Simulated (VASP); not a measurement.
AlN, 4 atoms in the cell. It takes space group P2_1 (No. 4, monoclinic). Conventional cell: a = 3.166 Å, b = 5.067 Å, c = 3.166 Å, α = 90.00°, β = 120.00°, γ = 90.00°. Al (site symmetry 1) has 4 N at 1.92 to 1.94 Å within 2.5 Å. Within 2.5 Å of N (site symmetry 1) lie 4 Al at 1.92 to 1.94 Å. 

| Item | Value |
| --- | --- |
| Program | VASP 6.6.1 |
| Task | single point |
| Functional | LDA |
| Potentials or basis | VASP PAW LDA potentials, release 64 (Al, N) |
| Cutoff | 520 eV |
| k mesh | 9 × 9 × 6 |
| Occupations | gaussian, width 0.05 eV |
| Spin | no spin polarisation |
| Dipole correction | no |
| Further INCAR settings | ALGO = Normal; EDIFF = 1e-06; NBANDS = 16 |

Potentials or basis: VASP PAW LDA potentials, release 64 (Al, N).

The run is started by

```console
$ cat potpaw_LDA.64/Al/POTCAR potpaw_LDA.64/N/POTCAR > POTCAR
$ mpirun -np 1 vasp_std > vasp.out
```

Hardware: 1 thread of Intel(R) Xeon(R) 6975P-C (Granite Rapids), with other jobs on the host.

Task: How long does it take, and how much memory?

Result: Run time: 28 s on 1 thread of Intel(R) Xeon(R) 6975P-C (Granite Rapids) (shared host), peak memory 0.2 GiB. Counts: scf iterations 12, k points 164.
